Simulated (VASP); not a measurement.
# Sb in VASP: a series of runs

Sb is run at these levels: PBE; tasks: electric field gradients.

Everything below comes from runs of VASP 6.6.1. Logs are shortened: lines on timing, memory, paths and dates and some standing lists are left out, and cuts for length are marked.

### 1 The cell of the first run

It takes space group P6_3/mmc (No. 194, hexagonal). The conventional cell has a = 3.403 Å, b = 3.403 Å, c = 5.330 Å, α = 90.00°, β = 90.00°, γ = 120.00°. Sb (site symmetry -6m2) has 12 Sb at 3.31 to 3.40 Å within 4.4 Å.

This isn't the form of Sb at room conditions, which is rhombohedral.

### 2 Electric field gradients, PBE (equal xx and yy strain of +1 %)

Contents of INCAR:

```
PREC = Accurate
ENCUT = 520
EDIFF = 1E-8
ISMEAR = -1
SIGMA = 0.05
LREAL = False
LASPH = True
NELM = 60
ALGO = Normal
ISIF = 2
LWAVE = False
LCHARG = False
GGA = PE
LEFG = True
NBANDS = 12
```

Contents of KPOINTS:

```
regular mesh
0
Gamma
  12 12 7
```

Contents of POSCAR:

```
Sb
1.0
    3.4026901813      0.0000000000      0.0000000000
   -1.7013450907      2.9468161382      0.0000000000
    0.0000000000      0.0000000000      5.3300000000
Sb
2
Direct
    0.3333333333      0.6666666667      0.2500000000
    0.6666666667      0.3333333333      0.7500000000
```

Potentials or basis: VASP PAW PBE potentials, release 64 (Sb).

On the command line:

```
cat potpaw_PBE.64/Sb/POTCAR > POTCAR
mpirun -np 1 vasp_std > vasp.out
```

OUTCAR:

```text
PREC = Accurate
   ENCUT = 520
   EDIFF = 1E-8
   ISMEAR = -1
   LREAL = False
   LASPH = True
   NELM = 60
   ISIF = 2
   GGA = PE

 ion  position               nearest neighbor table
   1  0.333  0.667  0.250-   2 3.31   2 3.31   2 3.31   2 3.31   2 3.31   2 3.31
   2  0.667  0.333  0.750-   1 3.31   1 3.31   1 3.31   1 3.31   1 3.31   1 3.31

  LATTYP: Found a hexagonal cell.
 ALAT       =     3.4026901813
 C/A-ratio  =     1.5664076704

  Lattice vectors:

 A1 = (   3.4026901813,   0.0000000000,   0.0000000000)
 A2 = (  -1.7013450907,   2.9468161382,   0.0000000000)
 A3 = (   0.0000000000,   0.0000000000,   5.3300000000)

Analysis of symmetry for initial positions (statically):
=====================================================================
 Subroutine PRICEL returns:
 Original cell was already a primitive cell.

 Routine SETGRP: Setting up the symmetry group for a
 hexagonal supercell.

 Subroutine GETGRP returns: Found 24 space group operations
 (whereof 12 operations were pure point group operations)
 out of a pool of 24 trial point group operations.

The static configuration has the point symmetry D_3d.
 The point group associated with its full space group is D_6h.

Analysis of symmetry for dynamics (positions and initial velocities):
=====================================================================
 Subroutine PRICEL returns:
 Original cell was already a primitive cell.

 Routine SETGRP: Setting up the symmetry group for a
 hexagonal supercell.

 Subroutine GETGRP returns: Found 24 space group operations
 (whereof 12 operations were pure point group operations)
 out of a pool of 24 trial point group operations.

The dynamic configuration has the point symmetry D_3d.
 The point group associated with its full space group is D_6h.

 Subroutine INISYM returns: Found 24 space group operations
 (whereof 12 operations are pure point group operations),
 and found     1 'primitive' translations

----------------------------------------------------------------------------------------

                                     Primitive cell

  volume of cell :      53.4445

[... 134 lines left out ...]
  energy without entropy =       -7.71610011  energy(sigma->0) =       -7.72078727

 E-fermi :   8.6473     XC(G=0): -10.2639

 val. band max:        8.5988292633   @ k =   0.5000   0.0000   0.2857
 cond. band min:       8.6771473252   @ k =   0.5000   0.0000   0.0000
 fundamental gap:      0.0783180620
 Fermi energy:         8.6472558545

 k-point     1 :       0.0000    0.0000    0.0000
  band No.  band energies     occupation
      1      -4.3666      2.00000
      2      -0.1612      2.00000
      3       2.8349      2.00000
      4      11.7675      0.00000
      5      11.7675      0.00000
      6      13.5633      0.00000
      7      13.5633      0.00000
      8      14.6557      0.00000
      9      15.8236      0.00000
     10      17.3633      0.00000
     11      18.3982      0.00000
     12      18.3982      0.00000
[... 331 lines left out ...]
 k-point    24 :       0.3333   -0.0000    0.1429
  band No.  band energies     occupation
      1      -2.4076      2.00000
      2       0.6979      2.00000
      3       4.4625      2.00000
      4       5.9092      2.00000
      5       7.6434      2.00000
      6       9.2864      0.00001
      7      11.1489      0.00000
      8      12.4293      0.00000
      9      13.5256      0.00000
     10      15.8085      0.00000
     11      17.7018      0.00000
     12      18.3691      0.00000

 [... further k-points ...]

------------------------ aborting loop because EDIFF is reached ----------------------------------------

  FORCE on cell =-STRESS in cart. coord.  units (eV):
  Direction    XX          YY          ZZ          XY          YZ          ZX
  --------------------------------------------------------------------------------------
  -------------------------------------------------------------------------------------
  Total        0.5811954      0.5811954      0.3175054     -0.0000000      0.0000000      0.0000000
  in kB       17.4232857     17.4232857      9.5182929     -0.0000000      0.0000000      0.0000000
  external PRESSURE =      14.7882881 kB  Pullay stress =       0.0000000 kB

 VOLUME and BASIS-vectors are now :
 -----------------------------------------------------------------------------
  energy-cutoff  :      520.00
  volume of cell :       53.44
      direct lattice vectors                 reciprocal lattice vectors
     3.402690181  0.000000000  0.000000000     0.293885116  0.169674651  0.000000000
    -1.701345091  2.946816138  0.000000000     0.000000000  0.339349302  0.000000000
     0.000000000  0.000000000  5.330000000     0.000000000  0.000000000  0.187617261

 POSITION                                       TOTAL-FORCE (eV/Angst)
 -----------------------------------------------------------------------------------
     -0.00000      1.96454      1.33250         0.000000     -0.000000      0.000000
      1.70135      0.98227      3.99750        -0.000000      0.000000      0.000000
 -----------------------------------------------------------------------------------
    total drift:                               -0.000000      0.000000      0.000000

  FREE ENERGIE OF THE ION-ELECTRON SYSTEM (eV)
  ---------------------------------------------------
  free  energy   TOTEN  =        -7.7254744370 eV

  energy  without entropy=       -7.7161001125  energy(sigma->0) =       -7.72078727

 Electric field gradients (V/A^2)
---------------------------------------------------------------------
 ion       V_xx      V_yy      V_zz      V_xy      V_xz      V_yz
---------------------------------------------------------------------
   1     -10.312   -10.312    20.623     0.000     0.000    -0.000
   2     -10.312   -10.312    20.623     0.000    -0.000     0.000
---------------------------------------------------------------------

 Electric field gradients after diagonalization (V/A^2)
 (convention: |V_zz| > |V_xx| > |V_yy|)
----------------------------------------------------------------------
 ion       V_xx      V_yy      V_zz     asymmetry (V_yy - V_xx)/ V_zz
----------------------------------------------------------------------
   1     -10.312   -10.312    20.623       0.000
   2     -10.312   -10.312    20.623       0.000
----------------------------------------------------------------------

           NMR quadrupolar parameters

 Cq : quadrupolar parameter    Cq=e*Q*V_zz/h
 eta: asymmetry parameters     (V_yy - V_xx)/ V_zz
 Q  : nuclear electric quadrupole moment in mb (millibarn)
----------------------------------------------------------------------
 ion       Cq(MHz)       eta       Q (mb)
----------------------------------------------------------------------
   1       0.050       0.000       1.000
   2       0.050       0.000       1.000
----------------------------------------------------------------------
```

OSZICAR:

```text
N       E                     dE             d eps       ncg     rms          rms(c)
DAV:   1     0.336021548370E+02    0.33602E+02   -0.34922E+03  1824   0.655E+02
DAV:   2    -0.592991273784E+01   -0.39532E+02   -0.38398E+02  2440   0.108E+02
DAV:   3    -0.771871680957E+01   -0.17888E+01   -0.17464E+01  2324   0.250E+01
DAV:   4    -0.773396200096E+01   -0.15245E-01   -0.15241E-01  2092   0.266E+00
DAV:   5    -0.773410976156E+01   -0.14776E-03   -0.14776E-03  2200   0.301E-01    0.245E+00
DAV:   6    -0.772841848361E+01    0.56913E-02   -0.33713E-03  2028   0.305E-01    0.139E+00
DAV:   7    -0.772544041066E+01    0.29781E-02   -0.67077E-03  1924   0.432E-01    0.490E-02
DAV:   8    -0.772547420935E+01   -0.33799E-04   -0.12187E-04  2208   0.780E-02    0.143E-02
DAV:   9    -0.772547567177E+01   -0.14624E-05   -0.31304E-06  2064   0.129E-02    0.301E-03
DAV:  10    -0.772547492798E+01    0.74379E-06   -0.22372E-07  2144   0.303E-03    0.256E-03
DAV:  11    -0.772547435580E+01    0.57218E-06   -0.92032E-09  1532   0.728E-04    0.252E-04
DAV:  12    -0.772547442737E+01   -0.71571E-07   -0.99138E-10  1144   0.236E-04    0.391E-05
DAV:  13    -0.772547443705E+01   -0.96820E-08   -0.18137E-10  1040   0.105E-04
   1 F= -.77254744E+01 E0= -.77207873E+01  d E =-.937432E-02
```

stdout:

```text
POSCAR found type information on POSCAR Sb
 POSCAR found :  1 types and       2 ions
 scaLAPACK will be used
 LDA part: xc-table for (Slater+PW92), standard interpolation
 POSCAR, INCAR and KPOINTS ok, starting setup
 FFT: planning ... GRIDC
 FFT: planning ... GRID_SOFT
 FFT: planning ... GRID
 WAVECAR not read
 entering main loop
ion   1

ion   2
```

Run time: 24 s. Hardware: 1 thread of AMD EPYC 9R45 (Zen 5), shared host; peak memory 0.17 GiB.

What came out:

| Property | Result |
| --- | --- |
| Free energy | -7.7255 eV |
| Pressure | 1.5 GPa |
| Band gap on the k mesh | zero (bands 5 and 6 overlap by 6.68 eV) |
| Largest electric field gradient by atom | Sb +20.6 V/Å² |

Stress tensor (GPa, compression positive):
```
1.74 0.00 0.00
0.00 1.74 0.00
0.00 0.00 0.95
```

Electric field gradients, principal values (V/Å²):
```
atom    least   middle  greatest (by size)
1 Sb  -10.312  -10.312              20.623
2 Sb  -10.312  -10.312              20.623
```

Caveat: the cell differs from its parent crystal (equal xx and yy strain of +1 %); without QUAD_EFG the Cq values of the log hold for a quadrupole moment of 1 mb, not for the nuclei; spin-orbit coupling is left out, which moves the levels of the heavy elements.

### 3 Electric field gradients, PBE (equal xy, yz and zx shear strains of +2 %)

Contents of INCAR:

```
SYSTEM = Sb
PREC     = Accurate       ! precision mode
ENCUT    = 520            ! plane-wave cutoff, eV
EDIFF    = 1E-8           ! SCF threshold, eV
ISMEAR   = -1             ! smearing method
SIGMA    = 0.05           ! smearing width, eV
LREAL    = .False.        ! projectors in reciprocal space
LASPH    = .True.         ! aspherical terms in the spheres
NELM     = 80             ! most SCF steps
ALGO     = Normal         ! electronic algorithm
ISIF     = 2              ! what is computed and relaxed
LWAVE    = .False.        ! write WAVECAR
LCHARG   = .False.        ! write CHGCAR
GGA      = PE             ! functional
LEFG     = .True.       
NBANDS   = 12             ! bands
```

Contents of KPOINTS:

```
regular mesh
0
Gamma
  12 12 7
  0 0 0
```

Contents of POSCAR:

```
Sb
1.0
    3.3690001795      0.0336900018      0.0336900018
   -1.6553236924      2.9007947399      0.0123313965
    0.0533000000      0.0533000000      5.3300000000
Sb
2
Direct
    0.3333333333      0.6666666667      0.2500000000
    0.6666666667      0.3333333333      0.7500000000
```

Potentials or basis: VASP PAW PBE potentials, release 64 (Sb).

On the command line:

```
cat potpaw_PBE.64/Sb/POTCAR > POTCAR
mpirun -np 1 vasp_std > vasp.out
```

OUTCAR:

```text
SYSTEM = Sb
   PREC = Accurate
   ENCUT = 520
   EDIFF = 1E-8
   ISMEAR = -1
   LREAL = .False.
   LASPH = .True.
   NELM = 80
   ISIF = 2
   GGA = PE

 ion  position               nearest neighbor table
   1  0.333  0.667  0.250-   2 3.27   2 3.27   2 3.28   2 3.30   2 3.33   2 3.35
   2  0.667  0.333  0.750-   1 3.27   1 3.27   1 3.28   1 3.30   1 3.33   1 3.35

  LATTYP: Found a triclinic cell.
 ALAT       =     3.3985299426
 B/A-ratio  =     2.3022959729
 C/A-ratio  =     0.9914101448
 COS(alpha) =     0.0012978725
 COS(beta)  =     0.5129592076
[... 579 lines left out ...]
  free  energy   TOTEN  =        -7.7084035032 eV

  energy  without entropy=       -7.6974729092  energy(sigma->0) =       -7.70293821

 Electric field gradients (V/A^2)
---------------------------------------------------------------------
 ion       V_xx      V_yy      V_zz      V_xy      V_xz      V_yz
---------------------------------------------------------------------
   1     -10.548   -10.711    21.259    -6.085    -0.740    -0.261
   2     -10.548   -10.711    21.259    -6.085    -0.740    -0.261
---------------------------------------------------------------------

 Electric field gradients after diagonalization (V/A^2)
 (convention: |V_zz| > |V_xx| > |V_yy|)
----------------------------------------------------------------------
 ion       V_xx      V_yy      V_zz     asymmetry (V_yy - V_xx)/ V_zz
----------------------------------------------------------------------
   1     -16.728    -4.549    21.277       0.572
   2     -16.728    -4.549    21.277       0.572
----------------------------------------------------------------------

           NMR quadrupolar parameters

 Cq : quadrupolar parameter    Cq=e*Q*V_zz/h
 eta: asymmetry parameters     (V_yy - V_xx)/ V_zz
 Q  : nuclear electric quadrupole moment in mb (millibarn)
----------------------------------------------------------------------
 ion       Cq(MHz)       eta       Q (mb)
----------------------------------------------------------------------
   1       0.051       0.572       1.000
   2       0.051       0.572       1.000
----------------------------------------------------------------------
```

stdout:

```text
POSCAR found type information on POSCAR Sb
 POSCAR found :  1 types and       2 ions
 scaLAPACK will be used
 LDA part: xc-table for (Slater+PW92), standard interpolation
 POSCAR, INCAR and KPOINTS ok, starting setup
 FFT: planning ... GRIDC
 FFT: planning ... GRID_SOFT
 FFT: planning ... GRID
 WAVECAR not read
 entering main loop
ion   1
     0.0000576    -0.0066060    -0.0298673    -0.0021120    -0.0275109    -0.0013096
     0.0000793    -0.0066060    -0.0298673    -0.0021120    -0.0275109    -0.0013096
     0.0001092    -0.0066060    -0.0298673    -0.0021120    -0.0275109    -0.0013096
     0.0001504    -0.0066060    -0.0298673    -0.0021120    -0.0275109    -0.0013096

     0.0000576     5.5521531     0.2072798   -16.7738823     0.6456787    -0.0782385
     0.0000793     5.5515214     0.2072346   -16.7721099     0.6455871    -0.0782256
     0.0001092     5.5505189     0.2071625   -16.7693030     0.6454416    -0.0782049
     0.0001504     5.5489345     0.2070480   -16.7648771     0.6452114    -0.0781715

ion   2
     0.0000576    -0.0066060    -0.0298673    -0.0021120    -0.0275109    -0.0013096
     0.0000793    -0.0066060    -0.0298673    -0.0021120    -0.0275109    -0.0013096
     0.0001092    -0.0066060    -0.0298673    -0.0021120    -0.0275109    -0.0013096
     0.0001504    -0.0066060    -0.0298673    -0.0021120    -0.0275109    -0.0013096

     0.0000576     5.5521531     0.2072798   -16.7738823     0.6456787    -0.0782385
     0.0000793     5.5515214     0.2072346   -16.7721099     0.6455871    -0.0782256
     0.0001092     5.5505189     0.2071625   -16.7693030     0.6454416    -0.0782049
     0.0001504     5.5489345     0.2070480   -16.7648771     0.6452114    -0.0781715
```

Run time: 5.4 min. Hardware: 1 thread of Oxide Virtual Turin-like, shared host; peak memory 0.36 GiB.

Results:

```
Free energy                             : -7.7084 eV
Pressure                                : 2.9 GPa
Largest force                           : 0.027 eV/Å
Band gap on the k mesh                  : zero (bands 5 and 6 overlap by 6.80 eV)
Largest electric field gradient by atom : Sb +21.3 V/Å²
```

Forces in eV/Å, atoms in the order of the input:
```
Sb  -0.027 -0.003 -0.005
Sb   0.027  0.003  0.005
```

Levels at points of the mesh, in eV from the Fermi level:
```csv
k point,band 2,band 3,band 4,band 5,band 6,band 7,band 8,band 9
"(0.00, 0.00, 0.00)",-8.95,-5.98,3.18,3.42,4.95,5.23,6.05,7.40
"(0.50, 0.00, 0.00)",-8.29,-4.29,-3.02,-2.43,-0.23,0.30,3.98,4.37
"(0.00, 0.50, 0.00)",-8.23,-4.26,-2.97,-2.38,-0.21,0.10,3.75,4.20
"(0.50, 0.50, 0.00)",-8.17,-4.23,-2.91,-2.33,-0.19,-0.10,3.53,4.04
```

Electric field gradients, principal values (V/Å²):
| atom | least | middle | greatest (by size) |
| --- | --- | --- | --- |
| 1 Sb | -4.549 | -16.728 | 21.277 |
| 2 Sb | -4.549 | -16.728 | 21.277 |

Caveat: the cell differs from its parent crystal (equal xy, yz and zx shear strains of +2 %); without QUAD_EFG the Cq values of the log hold for a quadrupole moment of 1 mb, not for the nuclei; spin-orbit coupling is left out, which moves the levels of the heavy elements.

The gap in the log of VASP goes by the Fermi energy; the results here count the filled bands.